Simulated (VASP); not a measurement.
Input of a VASP 6.6.1 run:

Contents of INCAR:

```
ALGO = Normal
EDIFF = 1E-7
ENCUT = 520
ISIF = 2
ISMEAR = -1
ISPIN = 2
LASPH = True
LCHARG = True
LELF = True
LMAXMIX = 4
LORBIT = 11
LREAL = False
LVHAR = True
LWAVE = False
MAGMOM = 4 0
NBANDS = 20
NELM = 150
PREC = Accurate
SIGMA = 0.03
```

File KPOINTS:

```
k-points
0
Gamma
  12 12 12
```

The input POSCAR:

```
MnSe
1.0
    0.0000000000      2.9100000000      2.9100000000
    2.9100000000      0.0000000000      2.9100000000
    2.9100000000      2.9100000000      0.0000000000
Mn Se
1 1
Direct
    0.0000000000      0.0000000000      0.0000000000
    0.2500000000      0.2500000000      0.2500000000
```

Potentials or basis: VASP PAW LDA potentials, release 64 (Mn_pv, Se).

Command:

```bash
$ cat potpaw_LDA.64/Mn_pv/POTCAR potpaw_LDA.64/Se/POTCAR > POTCAR
$ mpirun -np 1 vasp_std > vasp.out
```

(1) What does it give for the net moment?

(2) What does it give for the pressure?

(3) Predict the site moments.

## Answers

(1) 4.71 μB per cell.

(2) -3.8 GPa.

(3) Mn +4.15; Se +0.09 μB.

Caveat: the cell stands under tension; a cell with one magnetic atom can't hold antiferromagnetic order, which such compounds often take.
